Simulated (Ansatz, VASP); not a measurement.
This is a calculation of Sc for VASP 6.6.1.

File INCAR:

```
ALGO = Normal
EDIFF = 1E-6
ENCUT = 520
ISIF = 2
ISMEAR = 0
LASPH = True
LCHARG = True
LELF = True
LREAL = False
LVHAR = True
LWAVE = False
NBANDS = 18
NELM = 80
PREC = Accurate
SIGMA = 0.05
```

Contents of KPOINTS:

```
k-points
0
Gamma
  9 9 5
```

Contents of POSCAR:

```
Sc
1.0
    3.3525444672      0.0000000000      0.0000000000
   -1.6762722336      2.9033886759      0.0000000000
    0.0000000000      0.0000000000      5.3426934842
Sc
2
Direct
    0.6666666667      0.3333333333      0.7500000000
    0.3333333333      0.6666666667      0.2500000000
```

Potentials or basis: VASP PAW LDA potentials, release 64 (Sc_sv).

The run is started by

```sh
$ cat potpaw_LDA.64/Sc_sv/POTCAR > POTCAR
$ mpirun -np 1 vasp_std > vasp.out
```

Question: Set up the same calculation for Ansatz 0.2.0. Potentials there: all-electron LAPW, scalar-relativistic.

Answer: As run (the cutoff follows the program's own potentials):

Contents of input.yaml:

```yaml
crystal:
  lattice:
    - [3.3525444672, 0.0, 0.0]
    - [-1.6762722336, 2.9033886759, 0.0]
    - [0.0, 0.0, 5.3426934842]
  atoms:
    - { symbol: Sc, position: [0.6666666667, 0.3333333333, 0.75] }
    - { symbol: Sc, position: [0.3333333333, 0.6666666667, 0.25] }
kpoints:
  mp_grid: { grid: [9, 9, 5] }
scf:
  occupations: { method: gaussian, width: 0.05 }
hamiltonian:
  xc: lda
  pseudopotentials: { kind: all_electron, lapw: { basis_error: 0.001 } }
output:
  forces: true
  stress: true
  eigenvalues: true
```

Potentials or basis: all-electron LAPW, scalar-relativistic.

Command:

```console
$ ansatz run input.yaml --threads 1 --pin off --max-ram 3072MiB --backend cpu --events-out ev --progress --plain --runs-dir out
```

Both were run:

|  | VASP | Ansatz | Ansatz less VASP |
| --- | --- | --- | --- |
| gap on the k mesh at the Fermi level (eV) | none | none | - |
| pressure (GPa) | -6.9 | -6.9 | -0.01 |
| traceless stress, the component that is largest in VASP (GPa) | -1.04 | -1.03 | +0.007 |

LDA's correlation is that of Perdew and Zunger in VASP and of Perdew and Wang (1992) in Ansatz. A gap of «none» marks a metal or a gap that the smearing closes. Ansatz ran all-electron here, and VASP with PAW potentials.
